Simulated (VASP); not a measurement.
# HfO2: electric field gradients with PBE

**What was measured.**

“Temperature dependence of self-trapped exciton luminescence in nanostructured hafnia powder”, 2021, arxiv:2112.02602 quotes, for a bulk crystal of HfO2: band gap 5.54 eV (indirect).

HfO2:

```
Hf O
1.0
     5.15010    0.00000    0.00000
     0.00000    5.18520    0.00000
    -0.83085    0.00000    5.27679
Hf O
4 8
Cartesian
  1.2617 0.2551 1.1451
  3.4729 2.8477 1.4933
  3.0575 4.9301 4.1317
  0.8463 2.3375 3.7835
  0.0720 1.6930 1.8094
  4.6627 4.2856 0.8290
  4.2472 3.4922 3.4674
  -0.3434 0.8996 4.4478
  1.9665 3.8832 2.5793
  2.7681 1.2906 0.0591
  2.3527 1.3020 2.6975
  1.5511 3.8946 5.2177
```

```json
{
  "Program": "VASP 6.6.1",
  "Task": "electric field gradients",
  "Functional": "PBE",
  "Potentials or basis": "VASP PAW PBE potentials, release 64 (Hf_pv, O)",
  "Cutoff": "520 eV",
  "k mesh": "5 × 5 × 5",
  "Occupations": "fermi-dirac, width 0.02 eV",
  "Spin": "no spin polarisation",
  "Dipole correction": "no",
  "Further INCAR settings": "ALGO = Normal; EDIFF = 1e-08; NBANDS = 56"
}
```

```yaml
Pressure: -0.1 GPa
Largest_force: 1.289 eV/Å
Band_gap_on_the_k_mesh: 4.02 eV (least direct gap 4.05 eV)
Largest_electric_field_gradient_by_atom: Hf +134.0; O -13.0, +13.0 (each value once) V/Å²
```

Forces in eV/Å, atoms in the order of the input:
```
Hf  -0.568 -0.800 -0.781
Hf   0.568 -0.800  0.781
Hf   0.568  0.800  0.781
Hf  -0.568  0.800 -0.781
O   -0.776  0.684  0.376
O    0.776  0.684 -0.376
O    0.776 -0.684 -0.376
O   -0.776 -0.684  0.376
O   -0.686  0.915 -0.595
O    0.686  0.915  0.595
O    0.686 -0.915  0.595
O   -0.686 -0.915 -0.595
```

Stress tensor (GPa, compression positive):
```
 0.92  0.00 -1.80
 0.00  1.78  0.00
-1.80  0.00 -2.97
```

Levels at points of the mesh, in eV from the valence-band top:
```
           k point  band 41  band 42  band 43  band 44  band 45  band 46  band 47  band 48
(0.00, 0.00, 0.00)    -0.72    -0.71    -0.24     0.00     4.56     4.86     4.97     5.47
```

Electric field gradients, principal values (V/Å²):
```tsv
atom	least	middle	greatest (by size)
1 Hf	-39.560	-94.420	133.979
2 Hf	-39.560	-94.420	133.979
3 Hf	-39.560	-94.420	133.979
4 Hf	-39.560	-94.420	133.979
5 O	5.212	7.798	-13.010
6 O	5.212	7.798	-13.010
7 O	5.212	7.798	-13.010
8 O	5.212	7.798	-13.010
9 O	-3.790	-9.162	12.952
10 O	-3.790	-9.162	12.952
11 O	-3.790	-9.162	12.952
12 O	-3.790	-9.162	12.952
```

Run time: 5.7 min on 1 thread of Intel Xeon 8259CL, with other jobs on the host, peak memory 0.35 GiB.

Measured gap of HfO2: 5.54 eV (indirect; quoted in “Temperature dependence of self-trapped exciton luminescence in nanostructured hafnia powder”, 2021, arxiv:2112.02602). This calculation gives 4.02 eV (-1.52 eV). Spin-orbit coupling on Hf is left out. The value is that of PBE on a finite k mesh, which can miss the band edges, without temperature or zero-point motion. Semilocal functionals fall short of measured gaps as a rule.

Caveat: without QUAD_EFG the Cq values of the log hold for a quadrupole moment of 1 mb, not for the nuclei; spin-orbit coupling is left out, which moves the levels of the heavy elements; forces of over 1 eV/Å act on the atoms, so gaps and moduli don't describe the material at rest.
